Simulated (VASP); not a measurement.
Set up this calculation in VASP 6.6.1, as the native input.

| Property | Result |
| --- | --- |
| Task | single point |
| Functional | PBEsol |
| Potentials or basis | VASP PAW PBE potentials, release 64 (Hf_pv) |
| Cutoff | 520 eV |
| k mesh | 6 × 6 × 4 |
| Occupations | gaussian, width 0.1 eV |
| Spin | no spin polarisation |
| Dipole correction | no |
| Further INCAR settings | ALGO = Fast; EDIFF = 1e-07; NBANDS = 28 |

The structure of Hf lies in POSCAR:

```
Hf
1.0
    4.9018707241      0.0000000000      0.0000000000
   -2.4509353620      4.2451445732      0.0000000000
    0.0000000000      0.0000000000      4.9441145329
Hf
4
Direct
    0.0000000000      0.0000000000      0.2500000000
    0.0000000000      0.0000000000      0.7500000000
    0.3333333333      0.6666666667      0.7500000000
    0.6666666667      0.3333333333      0.2500000000
```

The input as run:

INCAR

```
SYSTEM = Hf
PREC = Accurate ; ENCUT = 520
EDIFF = 1E-7 ; ISMEAR = 0
SIGMA = 0.1 ; LREAL = .False.
LASPH = .True. ; NELM = 60
ALGO = Fast ; ISIF = 2
LWAVE = .False. ; LCHARG = .False.
GGA = PS ; NBANDS = 28
```

KPOINTS

```
regular mesh
0
Gamma
  6 6 4
  0 0 0
```

Potentials or basis: VASP PAW PBE potentials, release 64 (Hf_pv).

Command:

```console
$ cat potpaw_PBE.64/Hf_pv/POTCAR > POTCAR
$ mpirun -np 1 vasp_std > vasp.out
```

Results of the run:

| Item | Value |
| --- | --- |
| Pressure | -0.4 GPa |
| Band gap on the k mesh | zero (bands 20 and 21 overlap by 1.06 eV) |

Caveat: the PAW data sets were made with another functional, which shifts forces and pressure a little; spin-orbit coupling is left out, which moves the levels of the heavy elements.

Wall time 36 s on 1 thread of AMD EPYC 9R45 96-Core Processor (Zen 5), on a shared host, peak memory 0.2 GiB.
